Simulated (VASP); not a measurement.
# Bi2Te2O3 (P-6m2) in VASP: relaxation of cell and atoms with PBE

Aim: the relaxation of cell and atoms of Bi2Te2O3 with PBE.

Everything below comes from runs of VASP 6.6.1. Logs are shortened: lines on timing, memory, paths and dates and some standing lists are left out, and cuts for length are marked.

## 1. The cell of the first run

Symmetry: P-6m2, No. 187, hexagonal system. Conventional cell: a = 4.115 Å, b = 4.115 Å, c = 10.534 Å, α = 90.00°, β = 90.00°, γ = 120.00°. Bi (site symmetry 3m) has 3 Te at 3.08 Å and 7 Bi at 3.41 to 4.12 Å and 3 O at 3.76 Å within 4.2 Å. Te (site symmetry 3m) has 6 O at 2.60 Å and 3 Bi at 3.08 Å and 1 Te at 3.19 Å within 3.4 Å. Within 2.7 Å of O (site symmetry mm2) lie 4 O at 2.04 to 2.07 Å and 4 Te at 2.60 Å.

The cell was generated, and may not be a known phase.

## 2. Relaxation of cell and atoms, PBE

Contents of INCAR:

```
PREC     = Accurate       # precision mode
ENCUT    = 600            # plane-wave cutoff, eV
EDIFF    = 1E-6           # SCF threshold, eV
ISMEAR   = 0              # smearing method
SIGMA    = 0.15           # smearing width, eV
LREAL    = F              # projectors in reciprocal space
LASPH    = T              # aspherical terms in the spheres
NELM     = 100            # most SCF steps
ALGO     = Normal         # electronic algorithm
ISIF     = 3              # what is computed and relaxed
LWAVE    = F              # write WAVECAR
LCHARG   = F              # write CHGCAR
GGA      = PE             # functional
IBRION   = 2              # ionic algorithm
NSW      = 36             # ionic steps
EDIFFG   = -0.08          # ionic threshold
```

Contents of KPOINTS:

```
regular mesh
0
Gamma
  3 3 1
```

Contents of POSCAR:

```
Bi2Te2O3
1.0
    4.1153919500      0.0000000000      0.0000000000
   -2.0576959700      3.5640339700      0.0000000000
    0.0000000000      0.0000000000     10.5335050000
Bi Te O
2 2 3
Direct
    0.3333333300      0.6666666700      0.3379618500
    0.3333333300      0.6666666700      0.6620381500
    0.6666666700      0.3333333300      0.8484727300
    0.6666666700      0.3333333300      0.1515272700
    0.1653738100      0.8346261900      0.0000000000
    0.1653738100      0.3307476200      0.0000000000
    0.6692523800      0.8346261900      0.0000000000
```

Potentials or basis: VASP PAW PBE potentials, release 64 (Bi_d, Te, O).

The run is started by

```bash
$ cat potpaw_PBE.64/Bi_d/POTCAR potpaw_PBE.64/Te/POTCAR potpaw_PBE.64/O/POTCAR > POTCAR
$ mpirun -np 1 vasp_std > vasp.out
```

OUTCAR:

```text
PREC = Accurate
   ENCUT = 600
   EDIFF = 1E-6
   ISMEAR = 0
   LREAL = F
   LASPH = T
   NELM = 100
   ISIF = 3
   GGA = PE
   IBRION = 2
   NSW = 36
   EDIFFG = -0.08

 ion  position               nearest neighbor table
   1  0.333  0.667  0.338-   4 3.08   4 3.08   4 3.08   2 3.41
   2  0.333  0.667  0.662-   3 3.08   3 3.08   3 3.08   1 3.41
   3  0.667  0.333  0.848-   7 2.60   6 2.60   5 2.60   5 2.60   7 2.60   6 2.60   2 3.08   2 3.08
                             2 3.08   4 3.19
   4  0.667  0.333  0.152-   7 2.60   6 2.60   5 2.60   5 2.60   7 2.60   6 2.60   1 3.08   1 3.08
                             1 3.08   3 3.19
   5  0.165  0.835  0.000-   3 2.60   4 2.60   3 2.60   4 2.60
   6  0.165  0.331  0.000-   3 2.60   4 2.60   3 2.60   4 2.60
   7  0.669  0.835  0.000-   3 2.60   4 2.60   3 2.60   4 2.60

  LATTYP: Found a hexagonal cell.
 ALAT       =     4.1153919500
 C/A-ratio  =     2.5595387093

  Lattice vectors:

 A1 = (   4.1153919500,   0.0000000000,   0.0000000000)
 A2 = (  -2.0576959700,   3.5640339700,   0.0000000000)
 A3 = (   0.0000000000,   0.0000000000,  10.5335050000)

Analysis of symmetry for initial positions (statically):
=====================================================================
 Subroutine PRICEL returns:
 Original cell was already a primitive cell.

 Routine SETGRP: Setting up the symmetry group for a
 hexagonal supercell.

 Subroutine GETGRP returns: Found 12 space group operations
 (whereof 12 operations were pure point group operations)
 out of a pool of 24 trial point group operations.

The static configuration has the point symmetry D_3h.

Analysis of symmetry for dynamics (positions and initial velocities):
=====================================================================
 Subroutine PRICEL returns:
 Original cell was already a primitive cell.

 Routine SETGRP: Setting up the symmetry group for a
 hexagonal supercell.

 Subroutine GETGRP returns: Found 12 space group operations
 (whereof 12 operations were pure point group operations)
 out of a pool of 24 trial point group operations.

The dynamic configuration has the point symmetry D_3h.

 Subroutine INISYM returns: Found 12 space group operations
 (whereof 12 operations are pure point group operations),
 and found     1 'primitive' translations

----------------------------------------------------------------------------------------

                                     Primitive cell
[... 82 lines left out ...]
   NSW    =     36    number of steps for IOM
   IBRION =      2    ionic relax: 0-MD 1-quasi-New 2-CG
   NFREE  =      1    steps in history (QN), initial steepest desc. (CG)
   ISIF   =      3    stress and relaxation
   ISYM   =      2    0-nonsym 1-usesym 2-fastsym
   POTIM  = 0.5000    time-step for ionic-motion
   TEBEG  =    0.0;   TEEND  =   0.0 temperature during run
   PSTRESS=    0.0 pullay stress
   NELECT =      60.0000    total number of electrons
   NUPDOWN=      -1.0000    fix difference up-down
   EMIN   =  10.00;   EMAX   =-10.00  energy-range for DOS
   EFERMI =   0.00;   METHOD = LEGACY
   ISMEAR =     0;   SIGMA  =   0.15  broadening in eV -4-tet -1-fermi 0-gaus
   EFERMI_NEDOS =   21; number of points for ismear=-14 and -15
   IALGO  =     38    algorithm
   IMIX   =      4    mixing-type and parameters
     AMIX     =   0.40;   BMIX     =  1.00
     AMIX_MAG =   1.60;   BMIX_MAG =  1.00
  volume/ion in A,a.u.               =      22.07       148.94
  Fermi-wavevector in a.u.,A,eV,Ry     =   1.194400  2.257089 19.409966  1.426592
  Thomas-Fermi vector in A             =   2.330391
   LORBIT       =      0    0 simple, 1 ext, 2 COOP (PROOUT), +10 PAW based schemes
   GGA     = PE    functional components
   LHFCALC =     F    Hartree Fock is set to
   AEXX    =    0.0000 exact exchange contribution
   IVDW    =     0    specifies the selected vdW correction
   LEPSILON=     F    determine dielectric tensor
   LRPA    =     F    only Hartree local field effects (RPA)
 conjugate gradient relaxation of ions
 non-spin polarized calculation
 Gauss-broadening in eV      SIGMA  =   0.15
  energy-cutoff  :      600.00
  volume of cell :      154.50
 maximum number of plane-waves:      5197
 NGX is ok and might be reduce to    36
   NGX = 17   NGY = 17   NGZ = 43

--------------------------------------- Ionic step        1  -------------------------------------------

 number of electron      59.9999996 magnetization

 Free energy of the ion-electron system (eV)
  ---------------------------------------------------
  ext. energy  EPLUGINS =         0.00000000
  ---------------------------------------------------
  free energy    TOTEN  =       -23.56594390 eV

  energy without entropy =      -23.47869153  energy(sigma->0) =      -23.52231771

------------------------ aborting loop because EDIFF is reached ----------------------------------------

  FORCE on cell =-STRESS in cart. coord.  units (eV):
  Direction    XX          YY          ZZ          XY          YZ          ZX
  --------------------------------------------------------------------------------------
  -------------------------------------------------------------------------------------
  Total        5.1635227      5.1635226      1.6380939      0.0000000      0.0000000     -0.0000000
  in kB       53.5464552     53.5464550     16.9872637      0.0000001      0.0000000     -0.0000000
  external PRESSURE =      41.3600580 kB  Pullay stress =       0.0000000 kB
[... 104 lines left out ...]
  FREE ENERGIE OF THE ION-ELECTRON SYSTEM (eV)
  ---------------------------------------------------
  free  energy   TOTEN  =       -23.8081275507 eV

  energy  without entropy=      -23.6791312217  energy(sigma->0) =      -23.74362939

[... ionic steps 4 to 17 ...]

--------------------------------------- Ionic step       18  -------------------------------------------

 number of electron      59.9999992 magnetization

------------------------ aborting loop because EDIFF is reached ----------------------------------------
[... 77 lines left out ...]
--------------------------------------- Ionic step       20  -------------------------------------------

 number of electron      59.9999997 magnetization

 Free energy of the ion-electron system (eV)
  ---------------------------------------------------
  ext. energy  EPLUGINS =         0.00000000
  ---------------------------------------------------
  free energy    TOTEN  =       -25.02346977 eV

  energy without entropy =      -24.98918065  energy(sigma->0) =      -25.00632521

 E-fermi :   5.5805     XC(G=0):  -9.4797

 val. band max:        4.9688552843   @ k =   0.3333   0.0000   0.0000
 cond. band min:       5.6077340229   @ k =   0.0000   0.0000   0.0000
 fundamental gap:      0.6388787387
 Fermi energy:         5.5804501007

 k-point     1 :       0.0000    0.0000    0.0000
  band No.  band energies     occupation
      1     -17.3882      2.00000
      2     -17.3453      2.00000
      3     -17.3453      2.00000
      4     -17.3167      2.00000
      5     -17.3167      2.00000
      6     -17.3080      2.00000
[... 140 lines left out ...]
  FREE ENERGIE OF THE ION-ELECTRON SYSTEM (eV)
  ---------------------------------------------------
  free  energy   TOTEN  =       -25.0234697721 eV

  energy  without entropy=      -24.9891806456  energy(sigma->0) =      -25.00632521

 reached required accuracy - stopping structural energy minimisation
```

CONTCAR:

```text
Bi2Te2O3
   1.00000000000000
     4.6242679919215544    0.0000000007287165   -0.0000000000000000
    -2.3121339897114304    4.0047335473500558    0.0000000000000000
    -0.0000000000000000   -0.0000000000000000    8.8241411911711705
  Bi              Te              O
     2     2     3
Direct
     0.3333333300000021    0.6666666699999979    0.3174530287409620
     0.3333333300000021    0.6666666699999979    0.6825469712590381
     0.6666666699999979    0.3333333300000021    0.8302815733689141
     0.6666666699999979    0.3333333300000021    0.1697184266310857
     0.1845160131652331    0.8154839868339971    0.0000000000000000
     0.1845160131654552    0.3690320263314582    0.0000000000000000
     0.6309679736693115    0.8154839868345447    0.0000000000000000

  0.00000000E+00  0.00000000E+00  0.00000000E+00
  0.00000000E+00  0.00000000E+00  0.00000000E+00
  0.00000000E+00  0.00000000E+00  0.00000000E+00
  0.00000000E+00  0.00000000E+00  0.00000000E+00
  0.00000000E+00  0.00000000E+00  0.00000000E+00
  0.00000000E+00  0.00000000E+00  0.00000000E+00
  0.00000000E+00  0.00000000E+00  0.00000000E+00
```

Run time: 12 min. Hardware: 1 thread of Intel Xeon Platinum 8259CL at 2.50GHz (Skylake/Cascade Lake), shared host; peak memory 0.35 GiB.

Results:

| Property | Result |
| --- | --- |
| Free energy | -25.0235 eV |
| Relaxed volume | 23.34 Å³/atom |
| Relaxed cell | a = 4.624 Å, b = 4.624 Å, c = 8.824 Å, α = 90.00°, β = 90.00°, γ = 120.00° |
| Space group after relaxing (to 0.1 Å) | P-6m2 (No. 187) |
| Energy gained by relaxing | 208.2 meV/atom |
| Ionic steps | 20 |
| Pressure after relaxing | 0.1 GPa |
| Largest force after relaxing | 0.020 eV/Å |
| Band gap on the k mesh | 0.11 eV (least direct gap 0.73 eV) |

Forces on the atoms (eV/Å):
```
Bi   0.000  0.000 -0.020
Bi   0.000  0.000  0.020
Te   0.000  0.000 -0.019
Te   0.000  0.000  0.019
O    0.010 -0.006  0.000
O    0.000  0.011  0.000
O   -0.010 -0.006  0.000
```

The path:
```tsv
step	energy change (eV)	largest force (eV/Å)	pressure (GPa)	volume (Å³)
1	0.0000	0.9455	4.14	154.50
2	-0.2409	0.7733	-1.47	167.56
3	-0.2422	0.8044	-1.86	168.73
4	-0.4929	0.3786	-1.57	169.00
5	-0.8356	1.5749	-0.75	168.65
6	-0.9641	1.5665	-0.97	168.22
7	-1.2222	1.1445	-0.79	166.23
8	-1.2312	1.0073	-0.57	165.63
9	-1.2829	0.8757	-0.47	165.03
10	-1.3976	0.3775	-0.03	163.22
11	-1.3393	1.2093	1.50	159.50
12	-1.4288	0.2076	0.36	162.01
13	-1.4297	0.1861	0.43	161.76
14	-1.4410	0.1584	0.17	162.50
15	-1.4448	0.1158	-0.10	163.33
16	-1.4449	0.1214	-0.10	163.24
17	-1.4478	0.1025	0.04	163.01
18	-1.4522	0.0619	0.46	162.31
19	-1.4540	0.0408	0.36	162.59
20	-1.4575	0.0203	0.09	163.41
```

Final structure:
```xyz
7
Lattice="4.6243 0.0000 0.0000 -2.3121 4.0047 0.0000 0.0000 0.0000 8.8241" Properties=species:S:1:pos:R:3 pbc="T T T"
Bi    0.0000    2.6698    2.8013
Bi    0.0000    2.6698    6.0229
Te    2.3121    1.3349    7.3265
Te    2.3121    1.3349    1.4976
O    -1.0323    3.2658    0.0000
O     0.0000    1.4779    0.0000
O     1.0323    3.2658    0.0000
```

Levels at points of the mesh, in eV from the valence-band top:
```
           k point  band 26  band 27  band 28  band 29  band 30  band 31  band 32  band 33  band 34  band 35
(0.00, 0.00, 0.00)    -1.67    -1.48    -1.48    -1.41     0.00     0.73     0.73     1.42     1.48     1.48
```

Caveat: the k points lie up to 0.71 Å⁻¹ apart in the final cell; the smearing spreads over this small gap; a cell axis changed by over 15 % at a fixed basis, so the end point is rough; spin-orbit coupling is left out, which moves the levels of the heavy elements. A k mesh can miss the band edges.

The gap in the log of VASP goes by the Fermi energy; the results here count the filled bands.